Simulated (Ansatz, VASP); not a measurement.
Re: VASP beside Ansatz

```
CELL_PARAMETERS angstrom
2.75293 0.00000 0.00000
-1.37647 2.38411 0.00000
0.00000 0.00000 13.32440
ATOMIC_POSITIONS crystal
Re 0.00000 0.00000 0.00000
Re 0.33333 0.66667 0.16697
Re 0.66667 0.33333 0.33303
Re 0.00000 0.00000 0.50000
Re 0.66667 0.33333 0.66697
Re 0.33333 0.66667 0.83303
```

Alike in both runs: functional PBEsol; k mesh 18 × 18 × 4; occupations gaussian, width 0.1 eV; no spin polarisation.

Ansatz relaxed the structure, and its values are those at the end. VASP's run is a single point on that final structure, the one shown.

|  | VASP | Ansatz |
| --- | --- | --- |
| version | VASP 6.6.1 | Ansatz 0.2.0 |
| potentials or method | VASP PAW PBE potentials, release 64 (Re), cutoff 520 eV | scalar-relativistic, plane waves, PAW |
| valence electrons in the cell | 42 | 90 |

|  | VASP | Ansatz | Ansatz less VASP |
| --- | --- | --- | --- |
| gap on the k mesh at the Fermi level (eV) | none | none | - |
| pressure (GPa) | 0.0 | 0.0 | +0.01 |

VASP's potentials were made for PBE, not for PBEsol. A gap of «none» marks a metal or a gap that the smearing closes. The functional is the same, so the differences come from potentials, cutoffs and numerics. VASP's potentials hold 42 valence electrons a cell and Ansatz's 90, so a difference there can come from the potentials and not from the codes.

Neither program's run includes spin-orbit coupling.
